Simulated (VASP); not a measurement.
# MgO (Fm-3m) in VASP: a series of runs

MgO is run at these levels: PBE; tasks: single point, relaxation of cell and atoms.

Program: VASP 6.6.1. These are calculated values, not measurements. Logs are shortened: lines on timing, memory, paths and dates and some standing lists are left out, and cuts for length are marked.

### 1 The cell of the first run

It takes space group Fm-3m (No. 225, cubic). The conventional cell has a = 4.226 Å, b = 4.226 Å, c = 4.226 Å, α = 90.00°, β = 90.00°, γ = 90.00°. Mg (site symmetry m-3m) has 6 O at 2.11 Å within 2.8 Å. O (site symmetry m-3m) has 6 Mg at 2.11 Å within 2.8 Å.

### 2 Single point, PBE

INCAR reads:

```
SYSTEM = MgO
PREC = Accurate ; ENCUT = 520
EDIFF = 1E-6 ; ISMEAR = 0
SIGMA = 0.02 ; LREAL = .FALSE.
LASPH = .TRUE. ; NELM = 100
ALGO = Normal ; ISIF = 2
LWAVE = .FALSE. ; LCHARG = .FALSE.
GGA = PE ; NBANDS = 11
```

KPOINTS reads:

```
Automatic mesh
0
G
  10 10 10
  0 0 0
```

POSCAR reads:

```
MgO
1.0
    0.0000000000      2.1128979123      2.1128979123
    2.1128979123      0.0000000000      2.1128979123
    2.1128979123      2.1128979123      0.0000000000
Mg O
1 1
Direct
    0.0000000000      0.0000000000      0.0000000000
    0.5000000000      0.5000000000      0.5000000000
```

Potentials or basis: VASP PAW PBE potentials, release 64 (Mg, O).

Launch:

```bash
cat potpaw_PBE.64/Mg/POTCAR potpaw_PBE.64/O/POTCAR > POTCAR
mpirun -np 1 vasp_std > vasp.out
```

OUTCAR:

```text
SYSTEM = MgO
   PREC = Accurate
   ENCUT = 520
   EDIFF = 1E-6
   ISMEAR = 0
   LREAL = .FALSE.
   LASPH = .TRUE.
   NELM = 100
   ISIF = 2
   GGA = PE

 ion  position               nearest neighbor table
   1  0.000  0.000  0.000-   2 2.11   2 2.11   2 2.11   2 2.11   2 2.11   2 2.11
   2  0.500  0.500  0.500-   1 2.11   1 2.11   1 2.11   1 2.11   1 2.11   1 2.11

  LATTYP: Found a face centered cubic cell.
 ALAT       =     4.2257958246

  Lattice vectors:

 A1 = (   0.0000000000,   2.1128979123,   2.1128979123)
 A2 = (   2.1128979123,   0.0000000000,   2.1128979123)
 A3 = (   2.1128979123,   2.1128979123,   0.0000000000)

Analysis of symmetry for initial positions (statically):
=====================================================================
 Subroutine PRICEL returns:
 Original cell was already a primitive cell.

 Routine SETGRP: Setting up the symmetry group for a
 face centered cubic supercell.

 Subroutine GETGRP returns: Found 48 space group operations
 (whereof 48 operations were pure point group operations)
 out of a pool of 48 trial point group operations.

The static configuration has the point symmetry O_h .

Analysis of symmetry for dynamics (positions and initial velocities):
=====================================================================
 Subroutine PRICEL returns:
 Original cell was already a primitive cell.

 Routine SETGRP: Setting up the symmetry group for a
 face centered cubic supercell.

 Subroutine GETGRP returns: Found 48 space group operations
 (whereof 48 operations were pure point group operations)
 out of a pool of 48 trial point group operations.

The dynamic configuration has the point symmetry O_h .

 Subroutine INISYM returns: Found 48 space group operations
 (whereof 48 operations are pure point group operations),
 and found     1 'primitive' translations

----------------------------------------------------------------------------------------

                                     Primitive cell

  volume of cell :      18.8654

  direct lattice vectors                    reciprocal lattice vectors
     0.000000000  2.112897912  2.112897912    -0.236641816  0.236641816  0.236641816
     2.112897912  0.000000000  2.112897912     0.236641816 -0.236641816  0.236641816
     2.112897912  2.112897912  0.000000000     0.236641816  0.236641816 -0.236641816

  length of vectors
     2.988088883  2.988088883  2.988088883     0.409875649  0.409875649  0.409875649

  position of ions in fractional coordinates (direct lattice)
     0.000000000  0.000000000  0.000000000
     0.500000000  0.500000000  0.500000000

  ion indices of the primitive-cell ions
   primitive index   ion index
                 1           1
                 2           2

----------------------------------------------------------------------------------------

 KPOINTS: Automatic mesh

Automatic generation of k-mesh.
 Grid dimensions read from file:
 generate k-points for:   10   10   10

 Generating k-lattice:

  Cartesian coordinates                     Fractional coordinates (reciprocal lattice)
    -0.023664182  0.023664182  0.023664182     0.100000000  0.000000000  0.000000000
     0.023664182 -0.023664182  0.023664182     0.000000000  0.100000000  0.000000000
     0.023664182  0.023664182 -0.023664182     0.000000000  0.000000000  0.100000000

  Length of vectors
     0.040987565  0.040987565  0.040987565

  Shift w.r.t. Gamma in fractional coordinates (k-lattice)
     0.000000000  0.000000000  0.000000000

 Subroutine IBZKPT returns following result:
 ===========================================

 Found     47 irreducible k-points:

 Following reciprocal coordinates:
            Coordinates               Weight
  0.000000  0.000000  0.000000      1.000000
  0.100000  0.000000  0.000000      8.000000
  0.200000  0.000000  0.000000      8.000000
  0.300000  0.000000  0.000000      8.000000
  0.400000  0.000000  0.000000      8.000000
  0.500000  0.000000  0.000000      4.000000
[... 16 lines left out ...]
  0.300000  0.300000  0.000000      6.000000
  0.400000  0.300000  0.000000     24.000000
 [... further k-points ...]
   k-points           NKPTS =     47   k-points in BZ     NKDIM =     47   number of bands    NBANDS=     11
   number of dos      NEDOS =    301   number of ions     NIONS =      2
   total plane-waves  NPLWV =  13824
   dimension x,y,z NGX =    24 NGY =   24 NGZ =   24
   dimension x,y,z NGXF=    48 NGYF=   48 NGZF=   48
   ions per type =               1   1
   NGX,Y,Z   is equivalent  to a cutoff of  13.35, 13.35, 13.35 a.u.
   NGXF,Y,Z  is equivalent  to a cutoff of  26.71, 26.71, 26.71 a.u.
 SYSTEM =  MgO
   PREC   = accura    normal or accurate (medium, high low for compatibility)
   ISTART =      0    job   : 0-new  1-cont  2-samecut
   ICHARG =      2    charge: 1-file 2-atom 10-const
   ISPIN  =      1    spin polarized calculation?
   LNONCOLLINEAR =      F non collinear calculations
   LSORBIT =      F    spin-orbit coupling
   LASPH  =      T    aspherical Exc in radial PAW
   ENCUT  =  520.0 eV  38.22 Ry    6.18 a.u.   5.56  5.56  5.56*2*pi/ulx,y,z
   NELM   =    100;   NELMIN=  2; NELMDL= -5     # of ELM steps
   EDIFF  = 0.1E-05   stopping-criterion for ELM
   LREAL  =      F    real-space projection
   EDIFFG = 0.1E-04   stopping-criterion for IOM
   NSW    =      0    number of steps for IOM
   IBRION =     -1    ionic relax: 0-MD 1-quasi-New 2-CG
   NFREE  =      0    steps in history (QN), initial steepest desc. (CG)
   ISIF   =      2    stress and relaxation
   ISYM   =      2    0-nonsym 1-usesym 2-fastsym
   POTIM  = 0.5000    time-step for ionic-motion
   TEBEG  =    0.0;   TEEND  =   0.0 temperature during run
   PSTRESS=    0.0 pullay stress
   NELECT =       8.0000    total number of electrons
   NUPDOWN=      -1.0000    fix difference up-down
   EMIN   =  10.00;   EMAX   =-10.00  energy-range for DOS
   EFERMI =   0.00;   METHOD = LEGACY
   ISMEAR =     0;   SIGMA  =   0.02  broadening in eV -4-tet -1-fermi 0-gaus
   EFERMI_NEDOS =   21; number of points for ismear=-14 and -15
   IALGO  =     38    algorithm
   IMIX   =      4    mixing-type and parameters
     AMIX     =   0.40;   BMIX     =  1.00
     AMIX_MAG =   1.60;   BMIX_MAG =  1.00
  volume/ion in A,a.u.               =       9.43        63.65
  Fermi-wavevector in a.u.,A,eV,Ry     =   1.229937  2.324245 20.582156  1.512746
  Thomas-Fermi vector in A             =   2.364805
   LORBIT       =      0    0 simple, 1 ext, 2 COOP (PROOUT), +10 PAW based schemes
   GGA     = PE    functional components
   LHFCALC =     F    Hartree Fock is set to
   AEXX    =    0.0000 exact exchange contribution
   IVDW    =     0    specifies the selected vdW correction
   LEPSILON=     F    determine dielectric tensor
   LRPA    =     F    only Hartree local field effects (RPA)
 non-spin polarized calculation
 Gauss-broadening in eV      SIGMA  =   0.02
  energy-cutoff  :      520.00
  volume of cell :       18.87
 maximum number of plane-waves:       531
 NGX is ok and might be reduce to    24
   NGX = 11   NGY = 11   NGZ = 11

 number of electron       8.0000005 magnetization

 Free energy of the ion-electron system (eV)
  ---------------------------------------------------
  ext. energy  EPLUGINS =         0.00000000
  ---------------------------------------------------
  free energy    TOTEN  =       -11.90938380 eV

  energy without entropy =      -11.90938380  energy(sigma->0) =      -11.90938380

 E-fermi :   3.2568     XC(G=0): -11.0325

 val. band max:        3.1141384109   @ k =   0.0000   0.0000   0.0000
 cond. band min:       7.7460551874   @ k =   0.0000   0.0000   0.0000
 fundamental gap:      4.6319167765
 Fermi energy:         3.2568291162

 k-point     1 :       0.0000    0.0000    0.0000
  band No.  band energies     occupation
      1     -14.0995      2.00000
      2       3.1141      2.00000
      3       3.1141      2.00000
      4       3.1141      2.00000
      5       7.7461      0.00000
      6      18.8584      0.00000
      7      18.8584      0.00000
      8      18.8584      0.00000
      9      22.7495      0.00000
     10      24.5125      0.00000
     11      24.5125      0.00000

 k-point     2 :       0.1000    0.0000    0.0000
  band No.  band energies     occupation
      1     -13.9957      2.00000
      2       2.4641      2.00000
      3       3.0478      2.00000
      4       3.0478      2.00000
      5       8.3759      0.00000
      6      17.6117      0.00000
      7      19.0947      0.00000
      8      19.0947      0.00000
      9      23.7702      0.00000
     10      23.7702      0.00000
     11      24.3875      0.00000

 k-point     3 :       0.2000    0.0000    0.0000
  band No.  band energies     occupation
      1     -13.7099      2.00000
      2       1.1530      2.00000
      3       2.8795      2.00000
      4       2.8795      2.00000
      5       9.5734      0.00000
      6      16.0966      0.00000
      7      19.5660      0.00000
      8      19.5660      0.00000
      9      23.0760      0.00000
     10      23.0760      0.00000
     11      25.2218      0.00000

 k-point     4 :       0.3000    0.0000    0.0000
  band No.  band energies     occupation
      1     -13.3250      2.00000
      2      -0.1542      2.00000
      3       2.6817      2.00000
      4       2.6817      2.00000
      5      10.5197      0.00000
      6      15.3910      0.00000
      7      19.6636      0.00000
      8      19.6636      0.00000
      9      23.5241      0.00000
     10      23.5241      0.00000
     11      24.6043      0.00000
[... 239 lines left out ...]
 k-point    22 :      -0.2000    0.2000    0.0000
  band No.  band energies     occupation
      1     -13.2105      2.00000
      2       0.0409      2.00000
      3       1.7941      2.00000
      4       2.6789      2.00000
      5      11.4648      0.00000
      6      14.9667      0.00000
      7      18.1141      0.00000
      8      20.7896      0.00000
      9      21.5183      0.00000
     10      24.3633      0.00000
     11      27.7776      0.00000

 k-point    23 :       0.3000    0.3000    0.0000
  band No.  band energies     occupation
      1     -13.1262      2.00000
      2      -0.0111      2.00000
      3       2.1872      2.00000
      4       2.1872      2.00000
      5      11.8638      0.00000
      6      13.5272      0.00000
      7      17.4361      0.00000
      8      20.9321      0.00000
      9      20.9321      0.00000
     10      27.1488      0.00000
     11      30.2950      0.00000

 k-point    24 :       0.4000    0.3000    0.0000
  band No.  band energies     occupation
      1     -12.8837      2.00000
      2      -0.4292      2.00000
      3       1.8254      2.00000
      4       2.0416      2.00000
      5      12.5924      0.00000
      6      13.2604      0.00000
      7      16.6123      0.00000
      8      21.1646      0.00000
      9      21.3691      0.00000
     10      27.8813      0.00000
     11      29.8966      0.00000

 [... further k-points ...]
[... 5 lines left out ...]
  --------------------------------------------------------------------------------------
  -------------------------------------------------------------------------------------
  Total        0.2748332      0.2748332      0.2748332     -0.0000000     -0.0000000      0.0000000
  in kB       23.3407214     23.3407214     23.3407214     -0.0000000     -0.0000000      0.0000000
  external PRESSURE =      23.3407214 kB  Pullay stress =       0.0000000 kB

 VOLUME and BASIS-vectors are now :
 -----------------------------------------------------------------------------
  energy-cutoff  :      520.00
  volume of cell :       18.87
      direct lattice vectors                 reciprocal lattice vectors
     0.000000000  2.112897912  2.112897912    -0.236641816  0.236641816  0.236641816
     2.112897912  0.000000000  2.112897912     0.236641816 -0.236641816  0.236641816
     2.112897912  2.112897912  0.000000000     0.236641816  0.236641816 -0.236641816

 POSITION                                       TOTAL-FORCE (eV/Angst)
 -----------------------------------------------------------------------------------
      0.00000      0.00000      0.00000         0.000000      0.000000      0.000000
      2.11290      2.11290      2.11290         0.000000      0.000000      0.000000
 -----------------------------------------------------------------------------------
    total drift:                               -0.000000     -0.000000      0.000000

  FREE ENERGIE OF THE ION-ELECTRON SYSTEM (eV)
  ---------------------------------------------------
  free  energy   TOTEN  =       -11.9093837963 eV

  energy  without entropy=      -11.9093837963  energy(sigma->0) =      -11.90938380
```

It took 16 s on 1 thread of AMD EPYC 7R43 (Zen 3), shared host; peak memory 0.11 GiB.

Results:

- Free energy: -11.9094 eV
- Pressure: 2.3 GPa
- Band gap on the k mesh: 4.63 eV, direct

Levels at points of the mesh, in eV from the valence-band top:
```
           k point  band 1  band 2  band 3  band 4  band 5  band 6  band 7  band 8
(0.00, 0.00, 0.00)  -17.21    0.00    0.00    0.00    4.63   15.74   15.74   15.74
(0.50, 0.00, 0.00)  -15.95   -4.57   -0.64   -0.64    7.83   12.50   16.21   16.21
(0.50, 0.50, 0.00)  -15.70   -4.04   -1.33   -1.33    9.11    9.86   13.00   18.82
```

PBE gaps usually lie below the measured ones, often by a third to a half.

### 3 Single point, PBE

INCAR reads:

```
PREC = Accurate ; ENCUT = 520
EDIFF = 1E-6 ; ISMEAR = 0
SIGMA = 0.02 ; LREAL = F
LASPH = T ; NELM = 80
ALGO = Normal ; ISIF = 2
LWAVE = F ; LCHARG = T
GGA = PE ; LELF = T
LVHAR = T ; NBANDS = 11
```

KPOINTS reads:

```
regular mesh
0
Gamma
  10 10 10
```

POSCAR is that of step 2.

Potentials or basis: VASP PAW PBE potentials, release 64 (Mg, O).

Launch:

```bash
cat potpaw_PBE.64/Mg/POTCAR potpaw_PBE.64/O/POTCAR > POTCAR
mpirun -np 1 vasp_std > vasp.out
```

Run time: 22 s. Hardware: 1 thread of AMD EPYC 7R43 (Zen 3), shared host; peak memory 0.1 GiB.

Results (log left out):

| Quantity | Value |
| --- | --- |
| Free energy | -11.9094 eV |
| Pressure | 2.3 GPa |
| Band gap on the k mesh | 4.63 eV, direct |

Levels at points of the mesh, in eV from the valence-band top:
```tsv
k point	band 1	band 2	band 3	band 4	band 5	band 6	band 7	band 8
(0.00, 0.00, 0.00)	-17.21	0.00	0.00	0.00	4.63	15.74	15.74	15.74
(0.50, 0.00, 0.00)	-15.95	-4.57	-0.64	-0.64	7.83	12.50	16.21	16.21
(0.50, 0.50, 0.00)	-15.70	-4.04	-1.33	-1.33	9.11	9.86	13.00	18.82
```

Expect the measured gap to be larger: semilocal functionals such as PBE lack the derivative discontinuity.

### 4 Relaxation of cell and atoms, PBE, target pressure 60 GPa, at which the enthalpy is minimised

This run uses another cell than the first one, of 7.66 Å³/atom, 0.812 times its volume.

INCAR reads:

```
PREC = Accurate
ENCUT = 600
EDIFF = 1E-7
ISMEAR = 0
SIGMA = 0.02
LREAL = F
LASPH = T
NELM = 60
ALGO = Normal
ISIF = 3
LWAVE = F
LCHARG = F
GGA = PE
IBRION = 2
NSW = 70
EDIFFG = -0.008
PSTRESS = 600.0
```

KPOINTS reads:

```
Automatic mesh
0
Gamma
  10 10 10
```

POSCAR reads:

```
MgO
1.0
    0.0000000000      1.9709836538      1.9709836538
    1.9709836538      0.0000000000      1.9709836538
    1.9709836538      1.9709836538      0.0000000000
Mg O
1 1
Direct
    0.0000000000      0.0000000000      0.0000000000
    0.5000000000      0.5000000000      0.5000000000
```

Launch:

```bash
cat potpaw_PBE.64/Mg/POTCAR potpaw_PBE.64/O/POTCAR > POTCAR
mpirun -np 1 vasp_std > vasp.out
```

Wall time 27 s (1 thread of AMD EPYC 7R43 (Zen 3), shared host); peak memory 0.11 GiB.

The run converged. Its results:

```
Free energy                                            : -11.2851 eV
Relaxed volume                                         : 7.53 Å³/atom
Relaxed cell                                           : a = 2.772 Å, b = 2.772 Å, c = 2.772 Å, α = 60.00°, β = 60.00°, γ = 60.00°
Space group after relaxing (to 0.05 Å)                 : Fm-3m (No. 225)
Energy change on relaxing (the enthalpy is what falls) : +45.7 meV/atom
Ionic steps                                            : 3
Pressure after relaxing                                : 60.0 GPa
Band gap on the k mesh                                 : 7.13 eV, direct
```

The path:
| step | energy change (eV) | largest force (eV/Å) | pressure (GPa) | volume (Å³) |
| --- | --- | --- | --- | --- |
| 1 | 0.0000 | 0.0000 | 53.79 | 15.31 |
| 2 | 0.2500 | 0.0000 | 70.31 | 14.67 |
| 3 | 0.0913 | 0.0000 | 59.97 | 15.06 |

Final structure:
```
Mg O
1.0
     0.00000    1.95988    1.95988
     1.95988    0.00000    1.95988
     1.95988    1.95988    0.00000
Mg O
1 1
Direct
  0.00000 0.00000 0.00000
  0.50000 0.50000 0.50000
```

Levels at points of the mesh, in eV from the valence-band top:
```csv
k point,band 1,band 2,band 3,band 4,band 5,band 6,band 7,band 8
"(0.00, 0.00, 0.00)",-18.52,0.00,0.00,0.00,7.13,17.00,17.00,17.00
"(0.50, 0.00, 0.00)",-16.60,-5.66,-0.94,-0.94,9.36,15.18,18.65,18.65
"(0.50, 0.50, 0.00)",-16.28,-5.04,-1.67,-1.67,9.28,12.55,15.58,22.54
```

Caveat: the cell is relaxed towards a set pressure, so the enthalpy falls and the energy may rise.
